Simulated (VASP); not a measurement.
Input of a VASP 6.6.1 run:

INCAR

```
PREC     = Accurate       # precision mode
ENCUT    = 520            # plane-wave cutoff, eV
EDIFF    = 1E-7           # SCF threshold, eV
ISMEAR   = 0              # smearing method
SIGMA    = 0.15           # smearing width, eV
LREAL    = F              # projectors in reciprocal space
LASPH    = T              # aspherical terms in the spheres
NELM     = 100            # most SCF steps
ALGO     = Fast           # electronic algorithm
ISIF     = 2              # what is computed and relaxed
LWAVE    = F              # write WAVECAR
LCHARG   = F              # write CHGCAR
GGA      = PE             # functional
IVDW     = 12             # dispersion correction
NBANDS   = 14             # bands
```

The input KPOINTS:

```
regular mesh
0
Gamma
  18 18 4
```

POSCAR

```
Al
1.0
    2.6962000000      0.0000000000      0.0000000000
   -1.3481000000      2.3349776937      0.0000000000
    0.0000000000      0.0000000000      7.6442000000
Al
4
Direct
    0.0000000000      0.0000000000      0.0000000000
    0.3333333333      0.6666666667      0.2500000000
    0.0000000000      0.0000000000      0.5000000000
    0.6666666667      0.3333333333      0.7500000000
```

Potentials or basis: VASP PAW PBE potentials, release 64 (Al).

Command:

```console
$ cat potpaw_PBE.64/Al/POTCAR > POTCAR
$ mpirun -np 1 vasp_std > vasp.out
```

(1) What does it give for the band gap on the k mesh?

(2) Predict the pressure.

(3) Predict the dispersion energy per atom.

## Answers

(1) zero (bands 6 and 7 overlap by 9.48 eV).

(2) 47.0 GPa.

(3) -0.467 eV.

Caveat: the stress differs along the axes, from 34 to 72 GPa.
